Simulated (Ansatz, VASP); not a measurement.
**Ti in VASP and in Ansatz**

```
CELL_PARAMETERS angstrom
2.90044 0.00000 0.00000
-1.45022 2.51185 0.00000
0.00000 0.00000 4.59099
ATOMIC_POSITIONS crystal
Ti 0.33333 0.66667 0.25980
Ti 0.66667 0.33333 0.74020
```

Change from the starting cell: mode 6 (196.2 1/cm) frozen in, largest displacement +0.045 Å.

Alike in both runs: task single point; functional PBEsol; k mesh 24 × 24 × 14; occupations gaussian, width 0.15 eV; no spin polarisation.

```csv
,VASP,Ansatz
version,VASP 6.6.1,Ansatz 0.2.0
potentials or method,"VASP PAW PBE potentials, release 64 (Ti_sv), cutoff 520 eV","scalar-relativistic, plane waves, PAW"
valence electrons in the cell,24,24
```

|  | VASP | Ansatz | Ansatz less VASP |
| --- | --- | --- | --- |
| gap on the k mesh at the Fermi level (eV) | none | none | - |
| pressure (GPa) | 0.0 | 0.4 | +0.45 |
| traceless stress, the component that is largest in VASP (GPa) | 0.27 | 0.27 | -0.006 |
| rms of the force components (eV/Å) | 0.209 | 0.210 | +0.0011 |

VASP's potentials were made for PBE, not for PBEsol. Atom by atom the forces differ by 0.001 eV/Å (rms over components). A gap of «none» marks a metal or a gap that the smearing closes.
